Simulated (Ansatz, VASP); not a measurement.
## One calculation of WBrF4, two programs

```
W Br F
1.0
     0.00000    3.20741    3.20741
     3.20741    0.00000    3.20741
     3.20741    3.20741    0.00000
W Br F
1 1 4
Direct
  0.00000 0.00000 0.00000
  0.25000 0.25000 0.25000
  0.12153 0.62616 0.62616
  0.62616 0.62616 0.12153
  0.62616 0.62616 0.62616
  0.62616 0.12153 0.62616
```

Change from the starting cell: species swapped into the YbNi4Au type (F-43m, No. 216).

Alike in both runs: functional PBE; k mesh 10 × 10 × 10; occupations gaussian, width 0.1 eV; collinear spin.

Ansatz relaxed the structure, and its values are those at the end. VASP's run is a single point on that final structure, the one shown.

|  | VASP | Ansatz |
| --- | --- | --- |
| version | VASP 6.6.1 | Ansatz 0.2.0 |
| potentials or method | VASP PAW PBE potentials, release 64 (W_sv, Br, F), cutoff 520 eV | scalar-relativistic, plane waves, PAW |
| valence electrons in the cell | 49 | 49 |

VASP gave:

| Quantity | Value |
| --- | --- |
| gap on the k mesh at the Fermi level (eV) | none |
| pressure (GPa) | -0.1 |
| net moment per atom (μB) | 0.17 |
| size of the moment on the site where the two differ most (μB) | 1.17 |

Q: Which values does Ansatz return?

A: gap on the k mesh at the Fermi level (eV): none; pressure (GPa): 0.0; net moment per atom (μB): 0.17; size of the moment on the site where the two differ most (μB): 1.05.

Site moments also hang on the region over which each program counts them. A gap of «none» marks a metal or a gap that the smearing closes. With one functional, cell and mesh, what is left measures potentials, basis and numerics.

Spin-orbit coupling is off throughout.
